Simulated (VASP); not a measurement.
Nb:

```
CELL_PARAMETERS angstrom
-1.66395 1.66395 1.66395
1.66395 -1.66395 1.66395
1.66395 1.66395 -1.66395
ATOMIC_POSITIONS crystal
Nb 0.00000 0.00000 0.00000
```

* Program: VASP 6.6.1
* Task: relaxation of cell and atoms
* Functional: PBE
* Potentials or basis: VASP PAW PBE potentials, release 64 (Nb_sv)
* Cutoff: 600 eV
* k mesh: 18 × 18 × 18
* Occupations: gaussian, width 0.1 eV
* Spin: no spin polarisation

At the start: pressure -2.7 GPa; volume 18.43 Å³/atom.

Q: How do energy, volume and symmetry change on relaxing?

A: Over 3 steps the energy falls by 2.7 meV/atom and the volume is 18.12 Å³/atom (-1.7 %); space group Im-3m (No. 229, to 0.05 Å).

Step by step:
```csv
step,energy change (eV),largest force (eV/Å),pressure (GPa),volume (Å³)
1,0.0000,0.0000,-2.70,18.43
2,0.0051,0.0000,5.03,17.61
3,-0.0027,0.0000,0.02,18.12
```

Final structure:
```
Nb
1.0
    -1.65467    1.65467    1.65467
     1.65467   -1.65467    1.65467
     1.65467    1.65467   -1.65467
Nb
1
Direct
  0.00000 0.00000 0.00000
```
